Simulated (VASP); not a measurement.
The system is PIr.

```
Ir P
1.0
     0.00000    2.62584    2.62584
     2.62584    0.00000    2.62584
     2.62584    2.62584    0.00000
Ir P
1 1
Direct
  0.00000 0.00000 0.00000
  0.25000 0.25000 0.25000
```

Base run:

```yaml
Program: VASP 6.6.1
Functional: r2SCAN
Potentials_or_basis: VASP PAW PBE potentials, release 64 (Ir, P)
Cutoff: 520 eV
k_mesh: 12 × 12 × 12
Occupations: gaussian, width 0.05 eV
Spin: no spin polarisation
```

Its results: band gap on the k mesh zero (band 7 reaches 10.86 eV, above the bottom of band 8 at 6.20 eV); pressure -2.9 GPa.

Q: After a change of settings the same cell gave: band gap on the k mesh zero (band 7 reaches 10.54 eV, above the bottom of band 8 at 6.29 eV); pressure 0.5 GPa. Which change was it?
A. functional from r2SCAN to LDA; potentials or basis from VASP PAW PBE potentials, release 64 (Ir, P) to VASP PAW LDA potentials, release 64 (Ir, P)
B. functional from r2SCAN to PBE; k mesh from 12 × 12 × 12 to 18 × 18 × 18
C. functional from r2SCAN to PBEsol

A: B.

Caveats: spin-orbit coupling is left out, which moves the levels of the heavy elements; the PAW data sets were made with another functional, which shifts forces and pressure a little (some runs).
